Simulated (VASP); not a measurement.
# Au (P6_3/mmc) in VASP: single point with PBEsol

Aim: the single point of Au with PBEsol.

Program: VASP 6.6.1. These are calculated values, not measurements. Logs are shortened: lines on timing, memory, paths and dates and some standing lists are left out, and cuts for length are marked.

## Step 1: The cell of the first run

It takes space group P6_3/mmc (No. 194, hexagonal). The conventional cell has a = 2.877 Å, b = 2.877 Å, c = 9.497 Å, α = 90.00°, β = 90.00°, γ = 120.00°. Within 3.8 Å of Au (site symmetry -3m) lie 12 Au at 2.88 to 2.90 Å. Au (site symmetry -6m2) has 12 Au at 2.88 to 2.90 Å within 3.8 Å.

This isn't the form of Au at room conditions, which is fcc.

## Step 2: Single point, PBEsol

INCAR reads:

```
SYSTEM = Au
PREC = Accurate
ENCUT = 520
EDIFF = 1E-6
ISMEAR = 0
SIGMA = 0.1
LREAL = .False.
LASPH = .True.
NELM = 60
ALGO = Fast
ISIF = 2
LWAVE = .False.
LCHARG = .True.
GGA = PS
LELF = .True.
LVHAR = .True.
NBANDS = 30
```

KPOINTS reads:

```
regular mesh
0
Gamma
  18 18 6
  0 0 0
```

POSCAR reads:

```
Au
1.0
    2.8773917430      0.0000000000      0.0000000000
   -1.4386958715      2.4918943460      0.0000000000
    0.0000000000      0.0000000000      9.4971815298
Au
4
Direct
    0.0000000000      0.0000000000      0.0000000000
    0.0000000000      0.0000000000      0.5000000000
    0.3333333333      0.6666666667      0.7500000000
    0.6666666667      0.3333333333      0.2500000000
```

Potentials or basis: VASP PAW PBE potentials, release 64 (Au).

Started as:

```console
> cat potpaw_PBE.64/Au/POTCAR > POTCAR
> mpirun -np 1 vasp_std > vasp.out
```

OUTCAR:

```text
SYSTEM = Au
   PREC = Accurate
   ENCUT = 520
   EDIFF = 1E-6
   ISMEAR = 0
   LREAL = .False.
   LASPH = .True.
   NELM = 60
   ISIF = 2
   GGA = PS

 ion  position               nearest neighbor table
   1  0.000  0.000  0.000-   3 2.90   4 2.90   3 2.90   4 2.90   4 2.90   3 2.90
   2  0.000  0.000  0.500-   3 2.90   4 2.90   3 2.90   4 2.90   4 2.90   3 2.90
   3  0.333  0.667  0.750-   1 2.90   2 2.90   1 2.90   2 2.90   1 2.90   2 2.90
   4  0.667  0.333  0.250-   1 2.90   2 2.90   1 2.90   2 2.90   1 2.90   2 2.90

  LATTYP: Found a hexagonal cell.
 ALAT       =     2.8773917430
 C/A-ratio  =     3.3006216664

  Lattice vectors:

 A1 = (   2.8773917430,   0.0000000000,   0.0000000000)
 A2 = (  -1.4386958715,   2.4918943460,   0.0000000000)
 A3 = (   0.0000000000,   0.0000000000,   9.4971815298)

Analysis of symmetry for initial positions (statically):
=====================================================================
 Subroutine PRICEL returns:
 Original cell was already a primitive cell.

 Routine SETGRP: Setting up the symmetry group for a
 hexagonal supercell.

 Subroutine GETGRP returns: Found 24 space group operations
 (whereof 12 operations were pure point group operations)
 out of a pool of 24 trial point group operations.

The static configuration has the point symmetry D_3d.
 The point group associated with its full space group is D_6h.

Analysis of symmetry for dynamics (positions and initial velocities):
=====================================================================
 Subroutine PRICEL returns:
 Original cell was already a primitive cell.

 Routine SETGRP: Setting up the symmetry group for a
 hexagonal supercell.

 Subroutine GETGRP returns: Found 24 space group operations
 (whereof 12 operations were pure point group operations)
 out of a pool of 24 trial point group operations.

The dynamic configuration has the point symmetry D_3d.
 The point group associated with its full space group is D_6h.

 Subroutine INISYM returns: Found 24 space group operations
 (whereof 12 operations are pure point group operations),
 and found     1 'primitive' translations

----------------------------------------------------------------------------------------

                                     Primitive cell

  volume of cell :      68.0963

  direct lattice vectors                    reciprocal lattice vectors
     2.877391743  0.000000000  0.000000000     0.347536967  0.200650562  0.000000000
    -1.438695872  2.491894346  0.000000000     0.000000000  0.401301123  0.000000000
     0.000000000  0.000000000  9.497181530     0.000000000  0.000000000  0.105294397

  length of vectors
     2.877391743  2.877391743  9.497181530     0.401301123  0.401301123  0.105294397

  position of ions in fractional coordinates (direct lattice)
     0.000000000  0.000000000  0.000000000
     0.000000000  0.000000000  0.500000000
     0.333333333  0.666666667  0.750000000
     0.666666667  0.333333333  0.250000000

  ion indices of the primitive-cell ions
   primitive index   ion index
                 1           1
                 2           2
                 3           3
                 4           4

----------------------------------------------------------------------------------------

 KPOINTS: regular mesh

Automatic generation of k-mesh.
 Grid dimensions read from file:
 generate k-points for:   18   18    6

 Generating k-lattice:

  Cartesian coordinates                     Fractional coordinates (reciprocal lattice)
     0.019307609  0.011147253  0.000000000     0.055555556  0.000000000  0.000000000
     0.000000000  0.022294507  0.000000000     0.000000000  0.055555556  0.000000000
     0.000000000  0.000000000  0.017549066     0.000000000  0.000000000  0.166666667

  Length of vectors
     0.022294507  0.022294507  0.017549066

  Shift w.r.t. Gamma in fractional coordinates (k-lattice)
     0.000000000  0.000000000  0.000000000

 Subroutine IBZKPT returns following result:
 ===========================================

 Found    148 irreducible k-points:

 Following reciprocal coordinates:
            Coordinates               Weight
  0.000000  0.000000  0.000000      1.000000
  0.055556 -0.000000  0.000000      6.000000
  0.111111 -0.000000  0.000000      6.000000
  0.166667  0.000000  0.000000      6.000000
  0.222222 -0.000000  0.000000      6.000000
  0.277778 -0.000000  0.000000      6.000000
[... 16 lines left out ...]
  0.333333  0.111111  0.000000     12.000000
  0.388889  0.111111  0.000000     12.000000
 [... further k-points ...]
   k-points           NKPTS =    148   k-points in BZ     NKDIM =    148   number of bands    NBANDS=     30
   number of dos      NEDOS =    301   number of ions     NIONS =      4
   total plane-waves  NPLWV =  41472
   dimension x,y,z NGX =    24 NGY =   24 NGZ =   72
   dimension x,y,z NGXF=    48 NGYF=   48 NGZF=  144
   ions per type =               4
   NGX,Y,Z   is equivalent  to a cutoff of  13.87, 13.87, 12.60 a.u.
   NGXF,Y,Z  is equivalent  to a cutoff of  27.73, 27.73, 25.21 a.u.
 SYSTEM =  Au
   PREC   = accura    normal or accurate (medium, high low for compatibility)
   ISTART =      0    job   : 0-new  1-cont  2-samecut
   ICHARG =      2    charge: 1-file 2-atom 10-const
   ISPIN  =      1    spin polarized calculation?
   LNONCOLLINEAR =      F non collinear calculations
   LSORBIT =      F    spin-orbit coupling
   LASPH  =      T    aspherical Exc in radial PAW
   ENCUT  =  520.0 eV  38.22 Ry    6.18 a.u.   5.35  5.35 17.66*2*pi/ulx,y,z
   NELM   =     60;   NELMIN=  2; NELMDL= -5     # of ELM steps
   EDIFF  = 0.1E-05   stopping-criterion for ELM
   LREAL  =      F    real-space projection
   EDIFFG = 0.1E-04   stopping-criterion for IOM
   NSW    =      0    number of steps for IOM
   IBRION =     -1    ionic relax: 0-MD 1-quasi-New 2-CG
   NFREE  =      0    steps in history (QN), initial steepest desc. (CG)
   ISIF   =      2    stress and relaxation
   ISYM   =      2    0-nonsym 1-usesym 2-fastsym
   POTIM  = 0.5000    time-step for ionic-motion
   TEBEG  =    0.0;   TEEND  =   0.0 temperature during run
   PSTRESS=    0.0 pullay stress
   NELECT =      44.0000    total number of electrons
   NUPDOWN=      -1.0000    fix difference up-down
   EMIN   =  10.00;   EMAX   =-10.00  energy-range for DOS
   EFERMI =   0.00;   METHOD = LEGACY
   ISMEAR =     0;   SIGMA  =   0.10  broadening in eV -4-tet -1-fermi 0-gaus
   EFERMI_NEDOS =   21; number of points for ismear=-14 and -15
   IALGO  =     68    algorithm
   IMIX   =      4    mixing-type and parameters
     AMIX     =   0.40;   BMIX     =  1.00
     AMIX_MAG =   1.60;   BMIX_MAG =  1.00
  volume/ion in A,a.u.               =      17.02       114.88
  Fermi-wavevector in a.u.,A,eV,Ry     =   1.415309  2.674546 27.253824  2.003100
  Thomas-Fermi vector in A             =   2.536761
   LORBIT       =      0    0 simple, 1 ext, 2 COOP (PROOUT), +10 PAW based schemes
   GGA     = PS    functional components
   LHFCALC =     F    Hartree Fock is set to
   AEXX    =    0.0000 exact exchange contribution
   IVDW    =     0    specifies the selected vdW correction
   LEPSILON=     F    determine dielectric tensor
   LRPA    =     F    only Hartree local field effects (RPA)
 non-spin polarized calculation
 RMM-DIIS sequential band-by-band and
 Gauss-broadening in eV      SIGMA  =   0.10
  energy-cutoff  :      520.00
  volume of cell :       68.10
 maximum number of plane-waves:      1859
 NGX is ok and might be reduce to    24
   NGX = 11   NGY = 11   NGZ = 35

 number of electron      44.0000009 magnetization

 Free energy of the ion-electron system (eV)
  ---------------------------------------------------
  ext. energy  EPLUGINS =         0.00000000
  ---------------------------------------------------
  free energy    TOTEN  =       -15.68103871 eV

  energy without entropy =      -15.67521985  energy(sigma->0) =      -15.67812928

 E-fermi :   9.2247     XC(G=0): -12.8909

 val. band max:        9.2099329439   @ k =   0.3333   0.1667   0.5000
 cond. band min:       9.2249958701   @ k =   0.2222   0.2222   0.0000
 fundamental gap:      0.0150629262
 Fermi energy:         9.2247065323

 k-point     1 :       0.0000    0.0000    0.0000
  band No.  band energies     occupation
      1      -0.6370      2.00000
      2       1.1278      2.00000
      3       1.1388      2.00000
      4       1.9183      2.00000
      5       4.4420      2.00000
      6       4.4522      2.00000
[... 22 lines left out ...]
     29      23.6769      0.00000
     30      24.6983      0.00000

 k-point     2 :       0.0556   -0.0000    0.0000
  band No.  band energies     occupation
      1      -0.5399      2.00000
      2       1.2201      2.00000
      3       1.2309      2.00000
      4       1.9991      2.00000
      5       4.3230      2.00000
      6       4.3944      2.00000
[... 22 lines left out ...]
     29      23.7537      0.00000
     30      24.7131      0.00000

 k-point     3 :       0.1111   -0.0000    0.0000
  band No.  band energies     occupation
      1      -0.2548      2.00000
      2       1.4833      2.00000
      3       1.4936      2.00000
      4       2.2273      2.00000
      5       4.0883      2.00000
      6       4.2455      2.00000
[... 22 lines left out ...]
     29      23.9089      0.00000
     30      24.3160      0.00000

 k-point     4 :       0.1667    0.0000    0.0000
  band No.  band energies     occupation
      1       0.1978      2.00000
      2       1.8652      2.00000
      3       1.8743      2.00000
      4       2.5504      2.00000
      5       3.8494      2.00000
      6       4.0535      2.00000
[... 616 lines left out ...]
     29      19.2583      0.00000
     30      21.5708      0.00000

 k-point    23 :       0.3333    0.1111    0.0000
  band No.  band energies     occupation
      1       2.2551      2.00000
      2       2.4736      2.00000
      3       2.7876      2.00000
      4       3.0566      2.00000
      5       3.4355      2.00000
      6       3.4997      2.00000
[... 22 lines left out ...]
     29      18.2423      0.00000
     30      20.3593      0.00000

 k-point    24 :       0.3889    0.1111    0.0000
  band No.  band energies     occupation
      1       2.2496      2.00000
      2       2.3817      2.00000
      3       2.7037      2.00000
      4       3.0944      2.00000
      5       3.3305      2.00000
      6       3.5780      2.00000
[... 22 lines left out ...]
     29      17.4029      0.00000
     30      19.1205      0.00000

 [... further k-points ...]

------------------------ aborting loop because EDIFF is reached ----------------------------------------

  FORCE on cell =-STRESS in cart. coord.  units (eV):
  Direction    XX          YY          ZZ          XY          YZ          ZX
  --------------------------------------------------------------------------------------
  -------------------------------------------------------------------------------------
  Total       -0.1368175     -0.1368175     -0.1491641      0.0000000      0.0000000      0.0000000
  in kB       -3.2190597     -3.2190597     -3.5095508      0.0000000      0.0000000      0.0000000
  external PRESSURE =      -3.3158901 kB  Pullay stress =       0.0000000 kB

 VOLUME and BASIS-vectors are now :
 -----------------------------------------------------------------------------
  energy-cutoff  :      520.00
  volume of cell :       68.10
      direct lattice vectors                 reciprocal lattice vectors
     2.877391743  0.000000000  0.000000000     0.347536967  0.200650562  0.000000000
    -1.438695872  2.491894346  0.000000000     0.000000000  0.401301123  0.000000000
     0.000000000  0.000000000  9.497181530     0.000000000  0.000000000  0.105294397

 POSITION                                       TOTAL-FORCE (eV/Angst)
 -----------------------------------------------------------------------------------
      0.00000      0.00000      0.00000         0.000000      0.000000     -0.000000
      0.00000      0.00000      4.74859         0.000000      0.000000     -0.000000
     -0.00000      1.66126      7.12289        -0.000000      0.000000      0.000000
      1.43870      0.83063      2.37430        -0.000000     -0.000000      0.000000
 -----------------------------------------------------------------------------------
    total drift:                                0.000000      0.000000      0.000000

  FREE ENERGIE OF THE ION-ELECTRON SYSTEM (eV)
  ---------------------------------------------------
  free  energy   TOTEN  =       -15.6810387079 eV

  energy  without entropy=      -15.6752198480  energy(sigma->0) =      -15.67812928
```

Run time: 12 min. Hardware: 1 thread of AMD EPYC 7R13, shared host; peak memory 0.32 GiB.

Results:

```yaml
Free_energy: -15.6810 eV
Pressure: -0.3 GPa
Band_gap_on_the_k_mesh: zero (bands 22 and 23 overlap by 5.18 eV)
```

Caveat: the PAW data sets were made with another functional, which shifts forces and pressure a little; spin-orbit coupling is left out, which moves the levels of the heavy elements.
